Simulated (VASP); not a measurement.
# ZnS in VASP: a series of runs, part 2 of 2

VASP 6.6.1. The steps go on from the part before.

## (4) Single point, PBE

This run uses another cell than the first one, of 19.57 Å³/atom.

Contents of INCAR:

```
SYSTEM = ZnS
PREC     = Accurate       ! precision mode
ENCUT    = 520            ! plane-wave cutoff, eV
EDIFF    = 1E-7           ! SCF threshold, eV
ISMEAR   = -1             ! smearing method
SIGMA    = 0.02           ! smearing width, eV
LREAL    = .False.        ! projectors in reciprocal space
LASPH    = .True.         ! aspherical terms in the spheres
NELM     = 80             ! most SCF steps
ALGO     = Normal         ! electronic algorithm
ISIF     = 2              ! what is computed and relaxed
LWAVE    = .False.        ! write WAVECAR
LCHARG   = .False.        ! write CHGCAR
GGA      = PE             ! functional
NBANDS   = 36             ! bands
```

Contents of KPOINTS:

```
Automatic mesh
0
Gamma
  8 8 8
  0 0 0
```

Contents of POSCAR:

```
ZnS
1.0
    1.9034643092      1.0989656313      9.3548590261
   -1.9034643092      1.0989656313      9.3548590261
    0.0000000000     -2.1979312626      9.3548590261
Zn S
3 3
Direct
    0.9999752229      0.9999752229      0.9999752229
    0.2222749269      0.2222749269      0.2222749269
    0.4445585036      0.4445585036      0.4445585036
    0.0832701743      0.0832701743      0.0832701743
    0.5278391408      0.5278391408      0.5278391408
    0.3054080315      0.3054080315      0.3054080315
```

Potentials or basis: VASP PAW PBE potentials, release 64 (Zn, S).

Started as:

```bash
> cat potpaw_PBE.64/Zn/POTCAR potpaw_PBE.64/S/POTCAR > POTCAR
> mpirun -np 1 vasp_std > vasp.out
```

OUTCAR:

```text
SYSTEM = ZnS
   PREC = Accurate
   ENCUT = 520
   EDIFF = 1E-7
   ISMEAR = -1
   LREAL = .False.
   LASPH = .True.
   NELM = 80
   ISIF = 2
   GGA = PE

 ion  position               nearest neighbor table
   1  1.000  1.000  1.000-   6 2.33   6 2.33   6 2.33   4 2.34
   2  0.222  0.222  0.222-   5 2.33   5 2.33   5 2.33   6 2.33
   3  0.445  0.445  0.445-   4 2.33   4 2.33   4 2.33   5 2.34
   4  0.083  0.083  0.083-   3 2.33   3 2.33   3 2.33   1 2.34
   5  0.528  0.528  0.528-   2 2.33   2 2.33   2 2.33   3 2.34
[... 1143 lines left out ...]
  -------------------------------------------------------------------------------------
  Total        1.7775933      1.7775933      1.7857538      0.0000000      0.0000000      0.0000000
  in kB       24.2563607     24.2563607     24.3677162      0.0000000      0.0000000      0.0000000
  external PRESSURE =      24.2934792 kB  Pullay stress =       0.0000000 kB

 VOLUME and BASIS-vectors are now :
 -----------------------------------------------------------------------------
  energy-cutoff  :      520.00
  volume of cell :      117.41
      direct lattice vectors                 reciprocal lattice vectors
     1.903464309  1.098965631  9.354859026     0.262678947  0.151657761  0.035632107
    -1.903464309  1.098965631  9.354859026    -0.262678947  0.151657761  0.035632107
     0.000000000 -2.197931263  9.354859026     0.000000000 -0.303315521  0.035632107

 POSITION                                       TOTAL-FORCE (eV/Angst)
 -----------------------------------------------------------------------------------
      0.00000      0.00000     28.06388         0.000000      0.000000      0.001887
      0.00000      0.00000      6.23805         0.000000      0.000000      0.003984
      0.00000      0.00000     12.47635         0.000000     -0.000000      0.003505
      0.00000      0.00000      2.33694         0.000000     -0.000000     -0.001913
      0.00000      0.00000     14.81358         0.000000     -0.000000     -0.004169
      0.00000      0.00000      8.57115         0.000000     -0.000000     -0.003293
 -----------------------------------------------------------------------------------
    total drift:                               -0.000000     -0.000000      0.000213

  FREE ENERGIE OF THE ION-ELECTRON SYSTEM (eV)
  ---------------------------------------------------
  free  energy   TOTEN  =       -20.5172738983 eV

  energy  without entropy=      -20.5172738983  energy(sigma->0) =      -20.51727390
```

OSZICAR:

```text
N       E                     dE             d eps       ncg     rms          rms(c)
DAV:   1     0.414113180862E+03    0.41411E+03   -0.25438E+04  4680   0.182E+03
DAV:   2     0.286548472393E+02   -0.38546E+03   -0.37042E+03  4720   0.400E+02
DAV:   3    -0.199179207556E+02   -0.48573E+02   -0.47966E+02  5232   0.137E+02
DAV:   4    -0.217719904689E+02   -0.18541E+01   -0.18477E+01  5724   0.266E+01
DAV:   5    -0.217997293632E+02   -0.27739E-01   -0.27726E-01  5720   0.329E+00    0.122E+01
DAV:   6    -0.205047217552E+02    0.12950E+01   -0.26181E+00  6864   0.402E+01    0.939E+00
DAV:   7    -0.205504967120E+02   -0.45775E-01   -0.28275E+00  5180   0.775E+00    0.373E+00
DAV:   8    -0.205166443537E+02    0.33852E-01   -0.13664E-01  6132   0.346E+00    0.112E+00
DAV:   9    -0.205167387641E+02   -0.94410E-04   -0.37996E-02  6232   0.213E+00    0.340E-01
DAV:  10    -0.205169054801E+02   -0.16672E-03   -0.17751E-03  5648   0.599E-01    0.168E-01
DAV:  11    -0.205172562529E+02   -0.35077E-03   -0.58137E-04  5412   0.381E-01    0.998E-02
DAV:  12    -0.205172679195E+02   -0.11667E-04   -0.12576E-04  5700   0.309E-01    0.174E-02
DAV:  13    -0.205172701468E+02   -0.22273E-05   -0.24952E-05  5660   0.384E-02    0.127E-02
DAV:  14    -0.205172732732E+02   -0.31264E-05   -0.38615E-06  5196   0.260E-02    0.284E-03
DAV:  15    -0.205172738687E+02   -0.59551E-06   -0.16464E-06  5344   0.201E-02    0.273E-03
DAV:  16    -0.205172738983E+02   -0.29620E-07   -0.20234E-07  4464   0.515E-03
   1 F= -.20517274E+02 E0= -.20517274E+02  d E =-.102349E-10
```

stdout:

```text
POSCAR found type information on POSCAR ZnS
 POSCAR found :  2 types and       6 ions
 scaLAPACK will be used
 LDA part: xc-table for (Slater+PW92), standard interpolation
 POSCAR, INCAR and KPOINTS ok, starting setup
 FFT: planning ... GRIDC
 FFT: planning ... GRID_SOFT
 FFT: planning ... GRID
 WAVECAR not read
 entering main loop
```

Run time: 13 min. Hardware: 1 thread of Intel Xeon 6975P-C (Granite Rapids), shared host; peak memory 0.81 GiB.

Results:

| Quantity | Value |
| --- | --- |
| Free energy | -20.5173 eV |
| Pressure | 2.4 GPa |
| Largest force | 0.004 eV/Å |
| Band gap on the k mesh | 2.20 eV |

Forces in eV/Å, atoms in the order of the input:
```
Zn   0.000  0.000  0.002
Zn   0.000  0.000  0.004
Zn   0.000  0.000  0.004
S    0.000  0.000 -0.002
S    0.000  0.000 -0.004
S    0.000  0.000 -0.003
```

Levels at points of the mesh, in eV from the valence-band top:
| k point | band 25 | band 26 | band 27 | band 28 | band 29 | band 30 |
| --- | --- | --- | --- | --- | --- | --- |
| (0.00, 0.00, 0.00) | -0.06 | 0.00 | 0.00 | 2.20 | 3.33 | 3.48 |
| (0.50, 0.00, 0.00) | -1.94 | -1.30 | -0.89 | 3.34 | 3.90 | 4.06 |
| (0.50, 0.50, 0.00) | -1.28 | -1.27 | -1.27 | 3.34 | 3.65 | 4.28 |
| (0.50, 0.50, 0.50) | -0.25 | -0.24 | -0.24 | 3.18 | 3.30 | 3.44 |

A k mesh can miss the band edges.

## (5) Single point, r2SCAN (strain -0.9%)

Contents of POSCAR:

```
ZnS
1.0
    1.8872848626      1.0896244234      9.2753427243
   -1.8872848626      1.0896244234      9.2753427243
    0.0000000000     -2.1792488469      9.2753427243
Zn S
3 3
Direct
    0.9999875142      0.9999875142      0.9999875142
    0.2222958704      0.2222958704      0.2222958704
    0.4445845393      0.4445845393      0.4445845393
    0.0832499912      0.0832499912      0.0832499912
    0.5278179663      0.5278179663      0.5278179663
    0.3053901186      0.3053901186      0.3053901186
```

Contents of INCAR.step1:

```
SYSTEM = ZnS
ALGO = Normal
EDIFF = 1E-4
ENCUT = 520
GGA = PE
ISMEAR = 0
LASPH = .TRUE.
LCHARG = .FALSE.
LREAL = .FALSE.
LWAVE = .TRUE.
NBANDS = 36
NELM = 100
PREC = Accurate
SIGMA = 0.01
```

Contents of INCAR.step2:

```
SYSTEM = ZnS
ALGO = Normal
EDIFF = 1E-7
ENCUT = 520
ISIF = 2
ISMEAR = 0
ISTART = 1
LASPH = .TRUE.
LCHARG = .TRUE.
LELF = .TRUE.
LMIXTAU = .TRUE.
LREAL = .FALSE.
LVHAR = .TRUE.
LWAVE = .FALSE.
METAGGA = R2SCAN
NBANDS = 36
NELM = 100
PREC = Accurate
SIGMA = 0.01
```

Contents of KPOINTS:

```
k-points
0
G
  8 8 8
  0 0 0
```

Started as:

```bash
> cat potpaw_PBE.64/Zn/POTCAR potpaw_PBE.64/S/POTCAR > POTCAR
> cp INCAR.step1 INCAR
> mpirun -np 1 vasp_std > vasp.out
> cp INCAR.step2 INCAR
> mpirun -np 1 vasp_std > vasp.out
```

Run time: 48 min. Hardware: 1 thread of Intel Xeon 6975P-C (Granite Rapids), shared host; peak memory 0.92 GiB.

The run converged. Its results:

```
Free energy            : -56.5699 eV
Pressure               : 2.2 GPa
Largest force          : 0.005 eV/Å
Band gap on the k mesh : 2.89 eV
```

Forces in eV/Å, atoms in the order of the input:
```
Zn   0.000  0.000  0.002
Zn   0.000  0.000  0.004
Zn   0.000  0.000  0.004
S    0.000  0.000 -0.005
S    0.000  0.000 -0.002
S    0.000  0.000 -0.004
```

Levels at points of the mesh, in eV from the valence-band top:
```tsv
k point	band 25	band 26	band 27	band 28	band 29	band 30
(0.00, 0.00, 0.00)	-0.06	0.00	0.00	2.89	3.90	4.06
(0.50, 0.00, 0.00)	-2.07	-1.39	-0.95	3.73	4.31	4.51
(0.50, 0.50, 0.00)	-1.37	-1.36	-1.36	3.77	3.99	4.76
(0.50, 0.50, 0.50)	-0.27	-0.25	-0.25	3.73	3.95	4.11
```

Caveat: the cell differs from its parent crystal (strain -0.9%); the PAW data sets were made with another functional, which shifts forces and pressure a little. A k mesh can miss the band edges.

## (6) Summary

```csv
level,cell,smearing,gap on the mesh (eV),pressure (GPa)
PBE,"a = 9.627, b = 9.627, c = 9.610 Å, angles 23.1, 23.1, 23.8°, 6 atoms, atomic positions A",fermi-dirac 0.02 eV,1.95,-0.7
PBE,"a = 9.528 Å, angles 22.8°, 6 atoms, atomic positions B",fermi-dirac 0.02 eV,2.31,4.6
PBE,"a = 9.610 Å, angles 22.8°, 6 atoms, atomic positions B",fermi-dirac 0.02 eV,2.20,2.4
r2SCAN,"a = 9.528 Å, angles 22.8°, 6 atoms, atomic positions B",gaussian 0.01 eV,2.89,2.2
```

Alike in all rows: task single point; potentials or basis VASP PAW PBE potentials, release 64 (Zn, S); no spin polarisation; k mesh 8 × 8 × 8; cutoff (eV) 520.

Caveats: the cell stands under pressure (at least some runs); the PAW data sets were made with another functional, which shifts forces and pressure a little (at least some runs).

Total energies depend on the potentials used, so only differences within one code and one set of settings carry meaning.
